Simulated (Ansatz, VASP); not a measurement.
## Two plane-wave programs on Ta

```
Ta
1.0
     2.83191    0.00000    0.00000
     0.00000    2.83191    0.00000
     0.00000    0.00000    2.83191
Ta
1
Direct
  0.00000 0.00000 0.00000
```

Alike in both runs: task single point; functional RPBE; k mesh 13 × 13 × 13; occupations fermi-dirac, width 0.1 eV; no spin polarisation.

|  | VASP | Ansatz |
| --- | --- | --- |
| version | VASP 6.6.1 | Ansatz 0.2.0 |
| potentials or method | VASP PAW PBE potentials, release 64 (Ta_pv), cutoff 520 eV | plane waves (420 eV) with PAW, scalar-relativistic |
| valence electrons in the cell | 11 | 13 |

```tsv
	VASP	Ansatz	Ansatz less VASP
pressure (GPa)	-9.0	-9.0	+0.02
```

VASP's potentials were made for PBE, not for RPBE. VASP's potentials hold 11 valence electrons a cell and Ansatz's 13, so a difference there can come from the potentials and not from the codes.

Spin-orbit coupling is off throughout.
